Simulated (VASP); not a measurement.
Input of a VASP 6.6.1 run:

Contents of INCAR:

```
ALGO     = Normal         # electronic algorithm
EDIFF    = 1E-6           # SCF threshold, eV
ENCUT    = 520            # plane-wave cutoff, eV
GGA      = PE             # functional
ISIF     = 2              # what is computed and relaxed
ISMEAR   = 0              # smearing method
LASPH    = T              # aspherical terms in the spheres
LCHARG   = F              # write CHGCAR
LREAL    = F              # projectors in reciprocal space
LWAVE    = F              # write WAVECAR
NBANDS   = 36             # bands
NELM     = 60             # most SCF steps
PREC     = Accurate       # precision mode
SIGMA    = 0.1            # smearing width, eV
```

Contents of KPOINTS:

```
k-points
0
Gamma
  6 6 6
```

The input POSCAR:

```
Zr4Cl
1.0
    2.8761564478      1.6605496994      4.9980162854
   -2.8761564478      1.6605496994      4.9980162854
    0.0000000000     -3.3210993988      4.9980162854
Zr Cl
4 1
Direct
    0.0000000000      0.0000000000      0.5000000000
    0.5000000000      0.0000000000      0.0000000000
    0.0000000000      0.5000000000      0.0000000000
    0.0000000000      0.0000000000      0.0000000000
    0.5000000000      0.5000000000      0.5000000000
```

Potentials or basis: VASP PAW PBE potentials, release 64 (Zr_sv, Cl).

Command:

```console
$ cat potpaw_PBE.64/Zr_sv/POTCAR potpaw_PBE.64/Cl/POTCAR > POTCAR
$ mpirun -np 1 vasp_std > vasp.out
```

Task: What does it give for the pressure?

Result: 0.2 GPa.

Task: What does it give for the band gap on the k mesh?

Result: Zero (an odd number of electrons rules out a gap without spin polarisation).

Stress tensor (GPa, compression positive):
```
 0.38  0.00  0.00
 0.00  0.38  0.00
 0.00  0.00 -0.01
```
